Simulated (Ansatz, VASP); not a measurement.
## TiSn in VASP and in Ansatz

File INCAR:

```
SYSTEM = TiSn
PREC = Accurate
ENCUT = 520
EDIFF = 1E-6
ISMEAR = -1
SIGMA = 0.05
LREAL = .FALSE.
LASPH = .TRUE.
NELM = 100
ALGO = Normal
ISIF = 2
LWAVE = .FALSE.
LCHARG = .FALSE.
GGA = PE
NBANDS = 20
```

File KPOINTS:

```
Automatic mesh
0
G
  8 8 8
  0 0 0
```

File POSCAR:

```
TiSn
1.0
    0.0000000000      2.7817537961      2.7817537961
    2.7817537961      0.0000000000      2.7817537961
    2.7817537961      2.7817537961      0.0000000000
Ti Sn
1 1
Direct
    0.0000000000      0.0000000000      0.0000000000
    0.5000000000      0.5000000000      0.5000000000
```

Contents of input.yaml:

```yaml
crystal:
  lattice:
    - [0.0, 2.7817537961, 2.7817537961]
    - [2.7817537961, 0.0, 2.7817537961]
    - [2.7817537961, 2.7817537961, 0.0]
  atoms:
    - { symbol: Ti, position: [0.0, 0.0, 0.0] }
    - { symbol: Sn, position: [0.5, 0.5, 0.5] }
hamiltonian:
  xc: pbe
  pseudopotentials: { kind: paw, azcp: { folder: soft_1 } }
kpoints:
  mp_grid: { grid: [8, 8, 8] }
scf:
  occupations: { method: fermi_dirac, width: 0.05 }
output:
  forces: true
  stress: true
  eigenvalues: true
  write_density: true
  write_potential: true
  elf: true
  volumetric_format: npy
```

Alike in both runs: task single point; functional PBE; k mesh 8 × 8 × 8; occupations fermi-dirac, width 0.05 eV; no spin polarisation.

|  | VASP | Ansatz |
| --- | --- | --- |
| version | VASP 6.6.1 | Ansatz 0.2.0 |
| potentials or method | VASP PAW PBE potentials, release 64 (Ti_sv, Sn_d) | Ansatz PAW soft_1 |
| plane-wave cutoff (eV) | 520 | 420 |
| valence electrons in the cell | 26 | 26 |

VASP gave:

```
gap on the k mesh at the Fermi level (eV) : none
pressure (GPa)                            : 1.8
```

Task: Estimate Ansatz's values.

Result: gap on the k mesh at the Fermi level (eV): none; pressure (GPa): 1.7.

A gap of «none» marks a metal or a gap that the smearing closes.
